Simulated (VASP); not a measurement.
# CsRb (Cmmm) in VASP: single point with LDA

Aim: the single point of CsRb with LDA.

All numbers are computed with VASP 6.6.1; they aren't measurements. Logs are shortened: lines on timing, memory, paths and dates and some standing lists are left out, and cuts for length are marked.

### 1 The cell of the first run

It takes space group Cmmm (No. 65, orthorhombic). Conventional cell: a = 6.076 Å, b = 8.506 Å, c = 8.390 Å, α = 90.00°, β = 90.00°, γ = 90.00°.

### 2 Single point, LDA

The input, INCAR:

```
PREC = Accurate
ENCUT = 520
EDIFF = 1E-7
ISMEAR = 0
SIGMA = 0.15
LREAL = F
LASPH = T
NELM = 100
ALGO = Normal
ISIF = 2
LWAVE = F
LCHARG = T
LELF = T
LVHAR = T
NBANDS = 16
```

The input, KPOINTS:

```
regular mesh
0
Gamma
  10 10 6
```

The input, POSCAR:

```
CsRb
1.0
    3.0378637800     -4.2531526300      0.0000000000
    3.0378637800      4.2531526300      0.0000000000
    0.0000000000      0.0000000000      8.3899400200
Cs Rb
1 1
Direct
    0.0000000000      0.0000000000      0.0000000000
    0.5000000000      0.5000000000      0.5000000000
```

Potentials or basis: VASP PAW LDA potentials, release 64 (Cs_sv, Rb_sv).

On the command line:

```sh
cat potpaw_LDA.64/Cs_sv/POTCAR potpaw_LDA.64/Rb_sv/POTCAR > POTCAR
mpirun -np 1 vasp_std > vasp.out
```

OUTCAR:

```text
PREC = Accurate
   ENCUT = 520
   EDIFF = 1E-7
   ISMEAR = 0
   LREAL = F
   LASPH = T
   NELM = 100
   ISIF = 2

 ion  position               nearest neighbor table
   1  0.000  0.000  0.000-
   2  0.500  0.500  0.500-

  LATTYP: Found a base centered orthorhombic cell.
 ALAT       =     6.0757275600
 B/A-ratio  =     1.4000471838
 C/A-ratio  =     1.3808947056

  Lattice vectors:

 A1 = (   3.0378637800,  -4.2531526300,   0.0000000000)
 A2 = (   3.0378637800,   4.2531526300,   0.0000000000)
 A3 = (   0.0000000000,   0.0000000000,   8.3899400200)

Analysis of symmetry for initial positions (statically):
=====================================================================
 Subroutine PRICEL returns:
 Original cell was already a primitive cell.

 Routine SETGRP: Setting up the symmetry group for a
 base centered orthorhombic supercell.

 Subroutine GETGRP returns: Found  8 space group operations
 (whereof  8 operations were pure point group operations)
 out of a pool of  8 trial point group operations.

The static configuration has the point symmetry D_2h.

Analysis of symmetry for dynamics (positions and initial velocities):
=====================================================================
 Subroutine PRICEL returns:
 Original cell was already a primitive cell.

 Routine SETGRP: Setting up the symmetry group for a
 base centered orthorhombic supercell.

 Subroutine GETGRP returns: Found  8 space group operations
 (whereof  8 operations were pure point group operations)
 out of a pool of  8 trial point group operations.

The dynamic configuration has the point symmetry D_2h.

 Subroutine INISYM returns: Found  8 space group operations
 (whereof  8 operations are pure point group operations),
 and found     1 'primitive' translations

----------------------------------------------------------------------------------------

                                     Primitive cell

  volume of cell :     216.8044

  direct lattice vectors                    reciprocal lattice vectors
     3.037863780 -4.253152630  0.000000000     0.164589342 -0.117559853  0.000000000
     3.037863780  4.253152630  0.000000000     0.164589342  0.117559853  0.000000000
     0.000000000  0.000000000  8.389940020     0.000000000  0.000000000  0.119190363

  length of vectors
     5.226655110  5.226655110  8.389940020     0.202262133  0.202262133  0.119190363

  position of ions in fractional coordinates (direct lattice)
     0.000000000  0.000000000  0.000000000
     0.500000000  0.500000000  0.500000000

  ion indices of the primitive-cell ions
   primitive index   ion index
                 1           1
                 2           2

----------------------------------------------------------------------------------------

 KPOINTS: regular mesh

Automatic generation of k-mesh.
 Grid dimensions read from file:
 generate k-points for:   10   10    6

 Generating k-lattice:

  Cartesian coordinates                     Fractional coordinates (reciprocal lattice)
     0.016458934 -0.011755985  0.000000000     0.100000000 -0.000000000  0.000000000
     0.016458934  0.011755985  0.000000000    -0.000000000  0.100000000  0.000000000
     0.000000000  0.000000000  0.019865061     0.000000000  0.000000000  0.166666667

  Length of vectors
     0.020226213  0.020226213  0.019865061

  Shift w.r.t. Gamma in fractional coordinates (k-lattice)
     0.000000000  0.000000000  0.000000000

 Subroutine IBZKPT returns following result:
 ===========================================

 Found    124 irreducible k-points:

 Following reciprocal coordinates:
            Coordinates               Weight
  0.000000  0.000000  0.000000      1.000000
  0.100000 -0.000000  0.000000      4.000000
  0.200000 -0.000000  0.000000      4.000000
  0.300000 -0.000000  0.000000      4.000000
  0.400000 -0.000000  0.000000      4.000000
  0.500000 -0.000000  0.000000      2.000000
[... 16 lines left out ...]
  0.300000  0.300000  0.000000      2.000000
  0.400000  0.300000  0.000000      4.000000
 [... further k-points ...]
   k-points           NKPTS =    124   k-points in BZ     NKDIM =    124   number of bands    NBANDS=     16
   number of dos      NEDOS =    301   number of ions     NIONS =      2
   total plane-waves  NPLWV = 102400
   dimension x,y,z NGX =    40 NGY =   40 NGZ =   64
   dimension x,y,z NGXF=    80 NGYF=   80 NGZF=  128
   ions per type =               1   1
   NGX,Y,Z   is equivalent  to a cutoff of  12.72, 12.72, 12.68 a.u.
   NGXF,Y,Z  is equivalent  to a cutoff of  25.45, 25.45, 25.36 a.u.
 SYSTEM =  unknown system
   PREC   = accura    normal or accurate (medium, high low for compatibility)
   ISTART =      0    job   : 0-new  1-cont  2-samecut
   ICHARG =      2    charge: 1-file 2-atom 10-const
   ISPIN  =      1    spin polarized calculation?
   LNONCOLLINEAR =      F non collinear calculations
   LSORBIT =      F    spin-orbit coupling
   LASPH  =      T    aspherical Exc in radial PAW
   ENCUT  =  520.0 eV  38.22 Ry    6.18 a.u.   9.72  9.72 15.60*2*pi/ulx,y,z
   NELM   =    100;   NELMIN=  2; NELMDL= -5     # of ELM steps
   EDIFF  = 0.1E-06   stopping-criterion for ELM
   LREAL  =      F    real-space projection
   EDIFFG = 0.1E-05   stopping-criterion for IOM
   NSW    =      0    number of steps for IOM
   IBRION =     -1    ionic relax: 0-MD 1-quasi-New 2-CG
   NFREE  =      0    steps in history (QN), initial steepest desc. (CG)
   ISIF   =      2    stress and relaxation
   ISYM   =      2    0-nonsym 1-usesym 2-fastsym
   POTIM  = 0.5000    time-step for ionic-motion
   TEBEG  =    0.0;   TEEND  =   0.0 temperature during run
   PSTRESS=    0.0 pullay stress
   NELECT =      18.0000    total number of electrons
   NUPDOWN=      -1.0000    fix difference up-down
   EMIN   =  10.00;   EMAX   =-10.00  energy-range for DOS
   EFERMI =   0.00;   METHOD = LEGACY
   ISMEAR =     0;   SIGMA  =   0.15  broadening in eV -4-tet -1-fermi 0-gaus
   EFERMI_NEDOS =   21; number of points for ismear=-14 and -15
   IALGO  =     38    algorithm
   IMIX   =      4    mixing-type and parameters
     AMIX     =   0.40;   BMIX     =  1.00
     AMIX_MAG =   1.60;   BMIX_MAG =  1.00
  volume/ion in A,a.u.               =     108.40       731.53
  Fermi-wavevector in a.u.,A,eV,Ry     =   0.714183  1.349611  6.939755  0.510058
  Thomas-Fermi vector in A             =   1.802016
   LORBIT       =      0    0 simple, 1 ext, 2 COOP (PROOUT), +10 PAW based schemes
   GGA     = CA    functional components
   LHFCALC =     F    Hartree Fock is set to
   AEXX    =    0.0000 exact exchange contribution
   IVDW    =     0    specifies the selected vdW correction
   LEPSILON=     F    determine dielectric tensor
   LRPA    =     F    only Hartree local field effects (RPA)
 non-spin polarized calculation
 Gauss-broadening in eV      SIGMA  =   0.15
  energy-cutoff  :      520.00
  volume of cell :      216.80
 maximum number of plane-waves:      5878
   NGX = 19   NGY = 19   NGZ = 31

 number of electron      17.9999996 magnetization

 Free energy of the ion-electron system (eV)
  ---------------------------------------------------
  ext. energy  EPLUGINS =         0.00000000
  ---------------------------------------------------
  free energy    TOTEN  =        -1.98606074 eV

  energy without entropy =       -1.95805561  energy(sigma->0) =       -1.97205817

 E-fermi :  -0.0568     XC(G=0):  -5.4749

 val. band max:       -0.0604512364   @ k =   0.5000  -0.0000   0.5000
 cond. band min:      -0.0553020079   @ k =   0.4000   0.2000   0.0000
 fundamental gap:      0.0051492284
 Fermi energy:        -0.0568047961

 k-point     1 :       0.0000    0.0000    0.0000
  band No.  band energies     occupation
      1     -28.9015      2.00000
      2     -23.8911      2.00000
      3     -13.0519      2.00000
      4     -13.0280      2.00000
      5     -13.0127      2.00000
      6     -10.6907      2.00000
[... 8 lines left out ...]
     15       3.0718      0.00000
     16       3.2572      0.00000

 k-point     2 :       0.1000   -0.0000    0.0000
  band No.  band energies     occupation
      1     -28.9015      2.00000
      2     -23.8907      2.00000
      3     -13.0515      2.00000
      4     -13.0297      2.00000
      5     -13.0145      2.00000
      6     -10.6895      2.00000
[... 8 lines left out ...]
     15       2.9997      0.00000
     16       3.2103      0.00000

 k-point     3 :       0.2000   -0.0000    0.0000
  band No.  band energies     occupation
      1     -28.9013      2.00000
      2     -23.8896      2.00000
      3     -13.0503      2.00000
      4     -13.0360      2.00000
      5     -13.0176      2.00000
      6     -10.6864      2.00000
[... 8 lines left out ...]
     15       2.9725      0.00000
     16       3.2316      0.00000

 k-point     4 :       0.3000   -0.0000    0.0000
  band No.  band energies     occupation
      1     -28.9010      2.00000
      2     -23.8883      2.00000
      3     -13.0489      2.00000
      4     -13.0458      2.00000
      5     -13.0194      2.00000
      6     -10.7162      2.00000
[... 8 lines left out ...]
     15       3.1914      0.00000
     16       3.2064      0.00000

 k-point     5 :       0.4000   -0.0000    0.0000
  band No.  band energies     occupation
      1     -28.9008      2.00000
      2     -23.8873      2.00000
      3     -13.0543      2.00000
      4     -13.0478      2.00000
      5     -13.0201      2.00000
      6     -10.7452      2.00000
[... 8 lines left out ...]
     15       3.2084      0.00000
     16       3.3433      0.00000

 k-point     6 :       0.5000   -0.0000    0.0000
  band No.  band energies     occupation
      1     -28.9007      2.00000
      2     -23.8869      2.00000
      3     -13.0577      2.00000
      4     -13.0473      2.00000
      5     -13.0203      2.00000
      6     -10.7562      2.00000
[... 8 lines left out ...]
     15       3.2224      0.00000
     16       3.3477      0.00000
[... 267 lines left out ...]
 k-point    21 :      -0.3000    0.2000    0.0000
  band No.  band energies     occupation
      1     -28.9008      2.00000
      2     -23.8873      2.00000
      3     -13.0482      2.00000
      4     -13.0422      2.00000
      5     -13.0305      2.00000
      6     -10.7084      2.00000
[... 8 lines left out ...]
     15       2.6992      0.00000
     16       3.4257      0.00000

 k-point    22 :      -0.2000    0.2000    0.0000
  band No.  band energies     occupation
      1     -28.9010      2.00000
      2     -23.8885      2.00000
      3     -13.0495      2.00000
      4     -13.0346      2.00000
      5     -13.0279      2.00000
      6     -10.6828      2.00000
[... 8 lines left out ...]
     15       2.5643      0.00000
     16       3.3488      0.00000

 k-point    23 :       0.3000    0.3000    0.0000
  band No.  band energies     occupation
      1     -28.9005      2.00000
      2     -23.8858      2.00000
      3     -13.0463      2.00000
      4     -13.0463      2.00000
      5     -13.0409      2.00000
      6     -10.7163      2.00000
[... 8 lines left out ...]
     15       2.5303      0.00000
     16       2.6646      0.00000

 k-point    24 :       0.4000    0.3000    0.0000
  band No.  band energies     occupation
      1     -28.9003      2.00000
      2     -23.8849      2.00000
      3     -13.0513      2.00000
      4     -13.0457      2.00000
      5     -13.0423      2.00000
      6     -10.7407      2.00000
[... 8 lines left out ...]
     15       2.6922      0.00000
     16       2.7985      0.00000

 [... further k-points ...]
[... 5 lines left out ...]
  --------------------------------------------------------------------------------------
  -------------------------------------------------------------------------------------
  Total       -0.5967423     -0.6145080     -0.6245138      0.0000000      0.0000000      0.0000000
  in kB       -4.4099054     -4.5411931     -4.6151363      0.0000000      0.0000000      0.0000000
  external PRESSURE =      -4.5220783 kB  Pullay stress =       0.0000000 kB

 VOLUME and BASIS-vectors are now :
 -----------------------------------------------------------------------------
  energy-cutoff  :      520.00
  volume of cell :      216.80
      direct lattice vectors                 reciprocal lattice vectors
     3.037863780 -4.253152630  0.000000000     0.164589342 -0.117559853  0.000000000
     3.037863780  4.253152630  0.000000000     0.164589342  0.117559853  0.000000000
     0.000000000  0.000000000  8.389940020     0.000000000  0.000000000  0.119190363

 POSITION                                       TOTAL-FORCE (eV/Angst)
 -----------------------------------------------------------------------------------
      0.00000      0.00000      0.00000        -0.000000      0.000000      0.000000
      3.03786      0.00000      4.19497         0.000000      0.000000      0.000000
 -----------------------------------------------------------------------------------
    total drift:                                0.000000      0.000000     -0.000000

  FREE ENERGIE OF THE ION-ELECTRON SYSTEM (eV)
  ---------------------------------------------------
  free  energy   TOTEN  =        -1.9860607437 eV

  energy  without entropy=       -1.9580556058  energy(sigma->0) =       -1.97205817
```

It took 3.8 min on 1 thread of Intel Xeon Platinum 8488C (Sapphire Rapids), shared host; peak memory 0.55 GiB.

Results:

```yaml
Free_energy: -1.9861 eV
Pressure: -0.5 GPa
Band_gap_on_the_k_mesh: zero (band 9 reaches 0.70 eV, above the bottom of band 10 at -1.14 eV)
```

Caveat: spin-orbit coupling is left out, which moves the levels of the heavy elements.
